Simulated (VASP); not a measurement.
# CaY (C2/m) in VASP: notebook

The runs below take CaY through single point, with LDA.

Everything below comes from runs of VASP 6.6.1. Logs are shortened: lines on timing, memory, paths and dates and some standing lists are left out, and cuts for length are marked.

## 1. The cell of the first run

The structure is monoclinic, space group C2/m (No. 12). The conventional cell has a = 3.953 Å, b = 5.866 Å, c = 6.176 Å, α = 90.00°, β = 90.28°, γ = 90.00°. Ca (site symmetry 2/m) has 6 Ca at 3.54 to 3.95 Å and 8 Y at 3.66 to 4.26 Å within 4.6 Å. Within 4.6 Å of Y (site symmetry 2/m) lie 6 Y at 3.54 to 3.95 Å and 8 Ca at 3.66 to 4.26 Å.

## 2. Single point, LDA

Input file INCAR:

```
SYSTEM = CaY
  PREC = Accurate
  ENCUT = 520
  EDIFF = 1E-7
  ISMEAR = -1
  SIGMA = 0.1
  LREAL = .False.
  LASPH = .True.
  NELM = 100
  ALGO = Normal
  ISIF = 2
  LWAVE = .False.
  LCHARG = .True.
  LELF = .True.
  LVHAR = .True.
  NBANDS = 18
```

Input file KPOINTS:

```
regular mesh
0
Gamma
  4 4 3
  0 0 0
```

Input file POSCAR:

```
CaY
1.0
    3.5370980000      0.0000000000      0.0000000000
   -1.3278433296      3.2783981384      0.0000000000
   -0.0168828550     -0.0250531191      6.1761331120
Ca Y
1 1
Direct
    0.0000000000      0.0000000000      0.0000000000
    0.5000000000      0.5000000000      0.5000000000
```

Potentials or basis: VASP PAW LDA potentials, release 64 (Ca_sv, Y_sv).

Command:

```console
cat potpaw_LDA.64/Ca_sv/POTCAR potpaw_LDA.64/Y_sv/POTCAR > POTCAR
mpirun -np 1 vasp_std > vasp.out
```

OUTCAR:

```text
SYSTEM = CaY
   PREC = Accurate
   ENCUT = 520
   EDIFF = 1E-7
   ISMEAR = -1
   LREAL = .False.
   LASPH = .True.
   NELM = 100
   ISIF = 2

 ion  position               nearest neighbor table
   1  0.000  0.000  0.000-   2 3.66   2 3.66   2 3.67   2 3.67
   2  0.500  0.500  0.500-   1 3.66   1 3.66   1 3.67   1 3.67

  LATTYP: Found a base centered monoclinic cell.
 ALAT       =     3.9533151345
 B/A-ratio  =     1.4839385347
 C/A-ratio  =     1.5622855224
 COS(beta)  =    -0.0048914734

  Lattice vectors:

 A1 = (   3.5370980000,   0.0000000000,   0.0000000000)
 A2 = (  -1.3278433296,   3.2783981384,   0.0000000000)
 A3 = (  -0.0168828550,  -0.0250531191,   6.1761331120)

Analysis of symmetry for initial positions (statically):
=====================================================================
 Subroutine PRICEL returns:
 Original cell was already a primitive cell.

 Routine SETGRP: Setting up the symmetry group for a
 base centered monoclinic supercell.

 Subroutine GETGRP returns: Found  4 space group operations
 (whereof  4 operations were pure point group operations)
 out of a pool of  4 trial point group operations.

The static configuration has the point symmetry C_2h.

Analysis of symmetry for dynamics (positions and initial velocities):
=====================================================================
 Subroutine PRICEL returns:
 Original cell was already a primitive cell.

 Routine SETGRP: Setting up the symmetry group for a
 base centered monoclinic supercell.

 Subroutine GETGRP returns: Found  4 space group operations
 (whereof  4 operations were pure point group operations)
 out of a pool of  4 trial point group operations.

The dynamic configuration has the point symmetry C_2h.

 Subroutine INISYM returns: Found  4 space group operations
 (whereof  4 operations are pure point group operations),
 and found     1 'primitive' translations

----------------------------------------------------------------------------------------

                                     Primitive cell

  volume of cell :      71.6185

  direct lattice vectors                    reciprocal lattice vectors
     3.537098000  0.000000000  0.000000000     0.282717640  0.114508585  0.001237324
    -1.327843330  3.278398138  0.000000000     0.000000000  0.305027016  0.001237324
    -0.016882855 -0.025053119  6.176133112     0.000000000  0.000000000  0.161913609

  length of vectors
     3.537098000  3.537098000  6.176207000     0.305029525  0.305029525  0.161913609

[... 71 lines left out ...]
   NELM   =    100;   NELMIN=  2; NELMDL= -5     # of ELM steps
   EDIFF  = 0.1E-06   stopping-criterion for ELM
   LREAL  =      F    real-space projection
   EDIFFG = 0.1E-05   stopping-criterion for IOM
   NSW    =      0    number of steps for IOM
   IBRION =     -1    ionic relax: 0-MD 1-quasi-New 2-CG
   NFREE  =      0    steps in history (QN), initial steepest desc. (CG)
   ISIF   =      2    stress and relaxation
   ISYM   =      2    0-nonsym 1-usesym 2-fastsym
   POTIM  = 0.5000    time-step for ionic-motion
   TEBEG  =    0.0;   TEEND  =   0.0 temperature during run
   PSTRESS=    0.0 pullay stress
   NELECT =      21.0000    total number of electrons
   NUPDOWN=      -1.0000    fix difference up-down
   EMIN   =  10.00;   EMAX   =-10.00  energy-range for DOS
   EFERMI =   0.00;   METHOD = LEGACY
   ISMEAR =    -1;   SIGMA  =   0.10  broadening in eV -4-tet -1-fermi 0-gaus
   EFERMI_NEDOS =   21; number of points for ismear=-14 and -15
   IALGO  =     38    algorithm
   IMIX   =      4    mixing-type and parameters
     AMIX     =   0.40;   BMIX     =  1.00
     AMIX_MAG =   1.60;   BMIX_MAG =  1.00
  volume/ion in A,a.u.               =      35.81       241.65
  Fermi-wavevector in a.u.,A,eV,Ry     =   1.087609  2.055283 16.094240  1.182893
  Thomas-Fermi vector in A             =   2.223772
   LORBIT       =      0    0 simple, 1 ext, 2 COOP (PROOUT), +10 PAW based schemes
   GGA     = CA    functional components
   LHFCALC =     F    Hartree Fock is set to
   AEXX    =    0.0000 exact exchange contribution
   IVDW    =     0    specifies the selected vdW correction
   LEPSILON=     F    determine dielectric tensor
   LRPA    =     F    only Hartree local field effects (RPA)
 non-spin polarized calculation
  energy-cutoff  :      520.00
  volume of cell :       71.62
 maximum number of plane-waves:      1963
 NGX is ok and might be reduce to    28
   NGX = 13   NGY = 13   NGZ = 23

 number of electron      21.0000001 magnetization

 Free energy of the ion-electron system (eV)
  ---------------------------------------------------
  ext. energy  EPLUGINS =         0.00000000
  ---------------------------------------------------
  free energy    TOTEN  =        -8.92274241 eV

  energy without entropy =       -8.83713311  energy(sigma->0) =       -8.87993776

 E-fermi :   2.4519     XC(G=0):  -8.9155

 val. band max:        2.3674197693   @ k =   0.2500   0.2500   0.0000
 cond. band min:       2.5413025216   @ k =   0.2500   0.2500   0.0000
 fundamental gap:      0.1738827523
 Fermi energy:         2.4518815821

 k-point     1 :       0.0000    0.0000    0.0000
  band No.  band energies     occupation
      1     -40.4364      2.00000
      2     -38.5724      2.00000
      3     -20.5866      2.00000
      4     -20.3308      2.00000
      5     -20.2987      2.00000
      6     -19.8121      2.00000
[... 334 lines left out ...]
      5     -20.5076      2.00000
      6     -19.9183      2.00000
[... 10 lines left out ...]
     17       6.5190      0.00000
     18       6.7067      0.00000

------------------------ aborting loop because EDIFF is reached ----------------------------------------

  FORCE on cell =-STRESS in cart. coord.  units (eV):
  Direction    XX          YY          ZZ          XY          YZ          ZX
  --------------------------------------------------------------------------------------
  -------------------------------------------------------------------------------------
  Total       -1.0377383     -1.0203616     -1.1962935      0.0214512      0.0372063      0.0250726
  in kB      -23.2152298    -22.8264964    -26.7622672      0.4798844      0.8323406      0.5608984
  external PRESSURE =     -24.2679978 kB  Pullay stress =       0.0000000 kB

 VOLUME and BASIS-vectors are now :
 -----------------------------------------------------------------------------
  energy-cutoff  :      520.00
  volume of cell :       71.62
      direct lattice vectors                 reciprocal lattice vectors
     3.537098000  0.000000000  0.000000000     0.282717640  0.114508585  0.001237324
    -1.327843330  3.278398138  0.000000000     0.000000000  0.305027016  0.001237324
    -0.016882855 -0.025053119  6.176133112     0.000000000  0.000000000  0.161913609

 POSITION                                       TOTAL-FORCE (eV/Angst)
 -----------------------------------------------------------------------------------
      0.00000      0.00000      0.00000        -0.000000     -0.000000      0.000000
      1.09619      1.62667      3.08807         0.000000      0.000000      0.000000
 -----------------------------------------------------------------------------------
    total drift:                               -0.000000      0.000000      0.000000

  FREE ENERGIE OF THE ION-ELECTRON SYSTEM (eV)
  ---------------------------------------------------
  free  energy   TOTEN  =        -8.9227424102 eV

  energy  without entropy=       -8.8371331073  energy(sigma->0) =       -8.87993776
```

Run time: 14 s. Hardware: 1 thread of AMD EPYC 9R45 (Zen 5), shared host; peak memory 0.15 GiB.

What came out:

- Free energy: -8.9227 eV
- Pressure: -2.4 GPa

Caveat: the k points lie up to 0.48 Å⁻¹ apart.

## 3. Single point, LDA

Input file INCAR:

```
SYSTEM = CaY
ALGO = Normal
EDIFF = 1E-6
ENCUT = 520
ISIF = 2
ISMEAR = -1
LASPH = .True.
LCHARG = .False.
LREAL = .False.
LWAVE = .False.
NBANDS = 18
NELM = 80
PREC = Accurate
SIGMA = 0.1
```

Input file KPOINTS:

```
k-points
0
Gamma
  6 6 3
  0 0 0
```

POSCAR is that of step 2.

Potentials or basis: VASP PAW LDA potentials, release 64 (Ca_sv, Y_sv).

Command:

```console
cat potpaw_LDA.64/Ca_sv/POTCAR potpaw_LDA.64/Y_sv/POTCAR > POTCAR
mpirun -np 1 vasp_std > vasp.out
```

Run time: 22 s. Hardware: 1 thread of AMD EPYC 9R45 (Zen 5), shared host; peak memory 0.17 GiB.

It converged, with:

```yaml
Free_energy: -8.8775 eV
Pressure: -2.5 GPa
```

Stress tensor (GPa, compression positive):
```
-2.41 -0.13  0.05
-0.13 -2.52  0.07
 0.05  0.07 -2.64
```

Levels at points of the mesh, in eV from the Fermi level:
| k point | band 7 | band 8 | band 9 | band 10 | band 11 | band 12 | band 13 | band 14 |
| --- | --- | --- | --- | --- | --- | --- | --- | --- |
| (0.00, 0.00, 0.00) | -22.25 | -22.21 | -4.46 | -1.66 | 0.09 | 0.76 | 1.70 | 2.28 |
| (0.50, 0.00, 0.00) | -22.27 | -22.25 | -1.48 | -0.77 | -0.30 | 0.16 | 0.69 | 1.22 |
| (0.50, 0.50, 0.00) | -22.35 | -22.24 | -1.53 | -0.82 | -0.58 | 0.49 | 1.16 | 2.95 |

## 4. Single point, LDA

Input file INCAR:

```
SYSTEM = CaY
  PREC = Accurate
  ENCUT = 520
  EDIFF = 1E-6
  ISMEAR = -1
  SIGMA = 0.1
  LREAL = .False.
  LASPH = .True.
  NELM = 100
  ALGO = Normal
  ISIF = 2
  LWAVE = .False.
  LCHARG = .False.
  NBANDS = 18
```

Input file KPOINTS:

```
Automatic mesh
0
Gamma
  7 7 4
  0 0 0
```

POSCAR is that of step 3.

Command:

```console
cat potpaw_LDA.64/Ca_sv/POTCAR potpaw_LDA.64/Y_sv/POTCAR > POTCAR
mpirun -np 1 vasp_std > vasp.out
```

Wall time 38 s (1 thread of AMD EPYC 9R45 (Zen 5), shared host); peak memory 0.2 GiB.

It converged, with:

- Free energy: -8.8844 eV
- Pressure: -2.5 GPa

Stress tensor (GPa, compression positive):
```
-2.36 -0.15  0.05
-0.15 -2.48  0.07
 0.05  0.07 -2.79
```

Levels at points of the mesh, in eV from the Fermi level:
```csv
k point,band 6,band 7,band 8,band 9,band 10,band 11,band 12,band 13,band 14,band 15
"(0.00, 0.00, 0.00)",-22.29,-22.27,-22.23,-4.47,-1.67,0.08,0.75,1.69,2.26,2.36
"(0.00, 0.00, 0.50)",-22.32,-22.27,-22.23,-3.52,-3.08,0.40,0.87,1.47,2.06,2.71
```

## 5. Single point, LDA

Input file INCAR:

```
PREC = Accurate
ENCUT = 520
EDIFF = 1E-7
ISMEAR = -1
SIGMA = 0.1
LREAL = F
LASPH = T
NELM = 80
ALGO = Normal
ISIF = 2
LWAVE = F
LCHARG = F
NBANDS = 18
```

Input file KPOINTS:

```
regular mesh
0
Gamma
  8 8 5
```

POSCAR is that of step 4.

Command:

```console
cat potpaw_LDA.64/Ca_sv/POTCAR potpaw_LDA.64/Y_sv/POTCAR > POTCAR
mpirun -np 1 vasp_std > vasp.out
```

Wall time 66 s (1 thread of AMD EPYC 9R45 (Zen 5), shared host); peak memory 0.24 GiB.

It converged, with:

```
Free energy : -8.8805 eV
Pressure    : -2.5 GPa
```

Stress tensor (GPa, compression positive):
```
-2.35 -0.16  0.05
-0.16 -2.47  0.07
 0.05  0.07 -2.77
```

Levels at points of the mesh, in eV from the Fermi level:
| k point | band 8 | band 9 | band 10 | band 11 | band 12 | band 13 |
| --- | --- | --- | --- | --- | --- | --- |
| (0.00, 0.00, 0.00) | -22.23 | -4.47 | -1.67 | 0.07 | 0.75 | 1.69 |
| (0.50, 0.00, 0.00) | -22.27 | -1.49 | -0.78 | -0.31 | 0.15 | 0.67 |
| (0.50, 0.50, 0.00) | -22.26 | -1.54 | -0.83 | -0.59 | 0.48 | 1.15 |

## 6. Summary

```tsv
k mesh	gap on the mesh (eV)	pressure (GPa)
4 × 4 × 3	none	-2.4
6 × 6 × 3	none	-2.5
7 × 7 × 4	none	-2.5
8 × 8 × 5	none	-2.5
```

Alike in all rows: task single point; level LDA; potentials or basis VASP PAW LDA potentials, release 64 (Ca_sv, Y_sv); no spin polarisation; cell as given; cutoff (eV) 520; smearing fermi-dirac 0.1 eV.

Caveats: some runs use coarse meshes.

Absolute energies hang on the potentials; compare differences alone.
